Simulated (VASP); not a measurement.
Write the native input for VASP 6.6.1 that does the following.

- Task: single point
- Functional: LDA
- Potentials or basis: VASP PAW LDA potentials, release 64 (Na_pv)
- Cutoff: 520 eV
- k mesh: 20 × 20 × 20
- Occupations: gaussian, width 0.15 eV
- Spin: no spin polarisation
- Dipole correction: no
- Further INCAR settings: ALGO = Fast; EDIFF = 1e-07; NBANDS = 10

The structure of Na lies in POSCAR:

```
Na
1.0
   -1.9934069421      1.9934069421      2.3664734972
    1.9934069421     -1.9934069421      2.3664734972
    1.9934069421      1.9934069421     -2.3664734972
Na
1
Direct
    0.0000000000      0.0000000000      0.0000000000
```

This cell differs from its parent crystal: ratio of the length along z to the lengths across it x 0.85, volume and fractional coordinates fixed.

The input as run:

INCAR

```
  PREC = Accurate
  ENCUT = 520
  EDIFF = 1E-7
  ISMEAR = 0
  SIGMA = 0.15
  LREAL = F
  LASPH = T
  NELM = 60
  ALGO = Fast
  ISIF = 2
  LWAVE = F
  LCHARG = T
  LELF = T
  LVHAR = T
  NBANDS = 10
```

KPOINTS

```
regular mesh
0
Gamma
  20 20 20
```

Potentials or basis: VASP PAW LDA potentials, release 64 (Na_pv).

Command:

```sh
$ cat potpaw_LDA.64/Na_pv/POTCAR > POTCAR
$ mpirun -np 1 vasp_std > vasp.out
```

Results of the run:

```yaml
Pressure: -0.9 GPa
Band_gap_on_the_k_mesh: zero (an odd number of electrons rules out a gap without spin polarisation)
```

Wall time 100 s on 1 thread of Intel(R) Xeon(R) 6975P-C (Granite Rapids) (shared host), peak memory 0.28 GiB.
